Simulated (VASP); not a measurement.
# Bi4Te7 in VASP: single point with PBEsol

Aim: the single point of Bi4Te7 with PBEsol.

Program: VASP 6.6.1. These are calculated values, not measurements. Logs are shortened: lines on timing, memory, paths and dates and some standing lists are left out, and cuts for length are marked.

## (1) The cell of the first run

The cell holds a slab with vacuum, 11 atoms: a = 4.381 Å, b = 10.419 Å, c = 22.529 Å, α = 90.00°, β = 90.00°, γ = 102.14°.

## (2) Single point, PBEsol

INCAR

```
SYSTEM = Bi4Te7
PREC = Accurate
ENCUT = 520
EDIFF = 1E-7
ISMEAR = 0
SIGMA = 0.05
LREAL = .False.
LASPH = .True.
NELM = 80
ALGO = Normal
ISIF = 2
LWAVE = .False.
LCHARG = .True.
LDIPOL = .True.
IDIPOL = 3
DIPOL = 0.5 0.5 0.500
GGA = PS
LVHAR = .True.
LVACPOTAV = .True.
NBANDS = 62
ISYM = 0
KPAR = 4
```

KPOINTS

```
Automatic mesh
0
Gamma
  8 4 1
  0 0 0
```

POSCAR

```
Bi4Te7
1.0
    4.3808388107      0.0000000000      0.0000000000
   -2.1904194054     10.1865714841      0.0000000000
    0.0000000000      0.0000000000     22.5291340220
Te Bi
7 4
Direct
    0.5443174792      0.0900183410      0.3444483964
    0.2284731157      0.4575277042      0.3803868250
    0.3492913707      0.6991451584      0.4450372427
    0.0462377847      0.0924756257      0.5000006457
    0.7431832659      0.4858042371      0.5549626162
    0.8640041481      0.7274266685      0.6196134356
    0.5481587048      0.0949341439      0.6555517569
    0.9503554089      0.9014620571      0.3917066820
    0.6451817076      0.2908409206      0.4406993181
    0.4472941955      0.8941105824      0.5592992729
    0.1421201649      0.2834892529      0.6082938085
```

Potentials or basis: VASP PAW PBE potentials, release 64 (Te, Bi_d).

Started as:

```sh
cat potpaw_PBE.64/Te/POTCAR potpaw_PBE.64/Bi_d/POTCAR > POTCAR
mpirun -np 4 vasp_std > vasp.out
```

OUTCAR:

```text
SYSTEM = Bi4Te7
   PREC = Accurate
   ENCUT = 520
   EDIFF = 1E-7
   ISMEAR = 0
   LREAL = .False.
   LASPH = .True.
   NELM = 80
   ISIF = 2
   GGA = PS
   ISYM = 0

 ion  position               nearest neighbor table
   1  0.544  0.090  0.344-   9 2.98   8 3.10   8 3.10
   2  0.228  0.458  0.380-   3 2.86   9 3.09   9 3.09
   3  0.349  0.699  0.445-   2 2.86   8 3.24   8 3.24  10 3.25
   4  0.046  0.092  0.500-  11 3.12   8 3.12  10 3.27   9 3.27  10 3.27   9 3.27
   5  0.743  0.486  0.555-   6 2.86  11 3.24  11 3.24   9 3.25
   6  0.864  0.727  0.620-   5 2.86  10 3.09  10 3.09
   7  0.548  0.095  0.656-  10 2.98  11 3.10  11 3.10
   8  0.950  0.901  0.392-   1 3.10   1 3.10   4 3.12   3 3.24   3 3.24
   9  0.645  0.291  0.441-   1 2.98   2 3.09   2 3.09   5 3.25   4 3.27   4 3.27
  10  0.447  0.894  0.559-   7 2.98   6 3.09   6 3.09   3 3.25   4 3.27   4 3.27
  11  0.142  0.283  0.608-   7 3.10   7 3.10   4 3.12   5 3.24   5 3.24

IMPORTANT INFORMATION: All symmetrisations will be switched off!
NOSYMM: (Re-)initialisation of all symmetry stuff for point group C_1.

----------------------------------------------------------------------------------------

                                     Primitive cell

  volume of cell :    1005.3790

  direct lattice vectors                    reciprocal lattice vectors
     4.380838811  0.000000000  0.000000000     0.228266787  0.049084228  0.000000000
    -2.190419405 10.186571484  0.000000000     0.000000000  0.098168457  0.000000000
     0.000000000  0.000000000 22.529134022     0.000000000  0.000000000  0.044386970

  length of vectors
     4.380838811 10.419413408 22.529134022     0.233484448  0.098168457  0.044386970

  position of ions in fractional coordinates (direct lattice)
     0.544317479  0.090018341  0.344448396
     0.228473116  0.457527704  0.380386825
     0.349291371  0.699145158  0.445037243
     0.046237785  0.092475626  0.500000646
     0.743183266  0.485804237  0.554962616
     0.864004148  0.727426669  0.619613436
     0.548158705  0.094934144  0.655551757
     0.950355409  0.901462057  0.391706682
     0.645181708  0.290840921  0.440699318
     0.447294195  0.894110582  0.559299273
     0.142120165  0.283489253  0.608293809

  ion indices of the primitive-cell ions
   primitive index   ion index
                 1           1
                 2           2
                 3           3
                 4           4
                 5           5
                 6           6
                 7           7
                 8           8
                 9           9
                10          10
[... 104 lines left out ...]
   EFERMI_NEDOS =   21; number of points for ismear=-14 and -15
   IALGO  =     38    algorithm
   IMIX   =      4    mixing-type and parameters
     AMIX     =   0.40;   BMIX     =  1.00
     AMIX_MAG =   1.60;   BMIX_MAG =  1.00
  volume/ion in A,a.u.               =      91.40       616.78
  Fermi-wavevector in a.u.,A,eV,Ry     =   0.763540  1.442881  7.932099  0.582993
  Thomas-Fermi vector in A             =   1.863244
   LORBIT       =      0    0 simple, 1 ext, 2 COOP (PROOUT), +10 PAW based schemes
   GGA     = PS    functional components
   LHFCALC =     F    Hartree Fock is set to
   AEXX    =    0.0000 exact exchange contribution
   IVDW    =     0    specifies the selected vdW correction
   LEPSILON=     F    determine dielectric tensor
   LRPA    =     F    only Hartree local field effects (RPA)
 non-spin polarized calculation
 Gauss-broadening in eV      SIGMA  =   0.05
  energy-cutoff  :      520.00
  volume of cell :     1005.38
 maximum number of plane-waves:     27118
 NGX is ok and might be reduce to    36
   NGX = 17   NGY = 39   NGZ = 83

 dipolmoment           0.000000      0.000000     -0.000047 electrons x Angstroem

 number of electron     101.9999999 magnetization

 dipolmoment           0.000000      0.000000      0.000007 electrons x Angstroem

 Free energy of the ion-electron system (eV)
  ---------------------------------------------------
  ext. energy  EPLUGINS =         0.00000000
  ---------------------------------------------------
  free energy    TOTEN  =       -41.95037457 eV

  energy without entropy =      -41.95034761  energy(sigma->0) =      -41.95036109

 E-fermi :  -0.7450     XC(G=0):  -4.0718

 val. band max:       -0.8567069880   @ k =   0.5000   0.2500   0.0000
 cond. band min:      -0.6274895345   @ k =   0.2500   0.2500   0.0000
 fundamental gap:      0.2292174535
 Fermi energy:        -0.7450263837

 k-point     1 :       0.0000    0.0000    0.0000
  band No.  band energies     occupation
      1     -23.9705      2.00000
      2     -23.9703      2.00000
      3     -23.9697      2.00000
      4     -23.9690      2.00000
      5     -23.9566      2.00000
      6     -23.9548      2.00000
[... 1159 lines left out ...]
     61       2.2178      0.00000
     62       2.3602      0.00000

------------------------ aborting loop because EDIFF is reached ----------------------------------------

  FORCE on cell =-STRESS in cart. coord.  units (eV):
  Direction    XX          YY          ZZ          XY          YZ          ZX
  --------------------------------------------------------------------------------------
  -------------------------------------------------------------------------------------
  Total       -2.9134078     -7.9459273     -0.0687101     -0.0066847     -0.0116297     -0.0000052
  in kB       -4.6428221    -12.6626721     -0.1094968     -0.0106528     -0.0185331     -0.0000083
  external PRESSURE =      -5.8049970 kB  Pullay stress =       0.0000000 kB

 VOLUME and BASIS-vectors are now :
 -----------------------------------------------------------------------------
  energy-cutoff  :      520.00
  volume of cell :     1005.38
      direct lattice vectors                 reciprocal lattice vectors
     4.380838811  0.000000000  0.000000000     0.228266787  0.049084228  0.000000000
    -2.190419405 10.186571484  0.000000000     0.000000000  0.098168457  0.000000000
     0.000000000  0.000000000 22.529134022     0.000000000  0.000000000  0.044386970

 POSITION                                       TOTAL-FORCE (eV/Angst)
 -----------------------------------------------------------------------------------
      2.18739      0.91698      7.76012         0.001085      0.005792      0.004242
     -0.00127      4.66064      8.56979        -0.000130     -0.013002     -0.021497
     -0.00123      7.12189     10.02630         0.000498      0.019466      0.022507
     -0.00000      0.94201     11.26458         0.000122      0.000167     -0.000078
      2.19165      4.94868     12.50283        -0.000174     -0.019153     -0.022433
      2.19169      7.40998     13.95935         0.000422      0.012762      0.021326
      2.19345      0.96705     14.76901        -0.000780     -0.005942     -0.004343
      2.18877      9.18281      8.82481        -0.001421      0.005729     -0.007699
      2.18937      2.96267      9.92857         0.000156     -0.014233      0.018386
      0.00105      9.10792     12.60053        -0.000941      0.014164     -0.018081
      0.00165      2.88778     13.70433         0.001164     -0.005749      0.007670
 -----------------------------------------------------------------------------------
    total drift:                               -0.001677     -0.000336      0.000103

  FREE ENERGIE OF THE ION-ELECTRON SYSTEM (eV)
  ---------------------------------------------------
  free  energy   TOTEN  =       -41.9503745654 eV

  energy  without entropy=      -41.9503476100  energy(sigma->0) =      -41.95036109

 vacuum level on the upper side and lower side of the slab         3.985         3.985
```

stdout:

```text
POSCAR found type information on POSCAR TeBi
 POSCAR found :  2 types and      11 ions
 scaLAPACK will be used
 -----------------------------------------------------------------------------
[... 42 lines left out ...]
|     Did not find any points to average over, which means that no vacuum     |
|     field-free region was found. Please increase the size of  your cell     |
|     in the dimension of the dipole correction to obtain accurate            |
|     workfunction values.                                                    |
|                                                                             |
 -----------------------------------------------------------------------------
```

It took 22 min on 4 MPI ranks of Oxide Virtual Turin-like, shared host; peak memory 1.4 GiB.

Results:

```yaml
Free_energy: -41.9504 eV
Largest_force: 0.030 eV/Å
Band_gap_on_the_k_mesh: 0.23 eV (least direct gap 0.36 eV)
```

Forces on the atoms (eV/Å):
```
Te   0.001  0.006  0.004
Te   0.000 -0.013 -0.021
Te   0.000  0.019  0.023
Te   0.000  0.000  0.000
Te   0.000 -0.019 -0.022
Te   0.000  0.013  0.021
Te  -0.001 -0.006 -0.004
Bi  -0.001  0.006 -0.008
Bi   0.000 -0.014  0.018
Bi  -0.001  0.014 -0.018
Bi   0.001 -0.006  0.008
```

Levels at points of the mesh, in eV from the valence-band top:
| k point | band 49 | band 50 | band 51 | band 52 | band 53 | band 54 |
| --- | --- | --- | --- | --- | --- | --- |
| (0.00, 0.00, 0.00) | -0.46 | -0.38 | -0.36 | 0.65 | 0.67 | 1.06 |
| (0.50, 0.00, 0.00) | -1.03 | -0.73 | -0.03 | 0.38 | 0.61 | 1.39 |
| (0.00, 0.50, 0.00) | -0.77 | -0.53 | -0.12 | 0.31 | 1.08 | 1.46 |
| (0.50, 0.50, 0.00) | -1.03 | -0.73 | -0.03 | 0.38 | 0.61 | 1.39 |

Caveat: the PAW data sets were made with another functional, which shifts forces and pressure a little; spin-orbit coupling is left out, which moves the levels of the heavy elements.
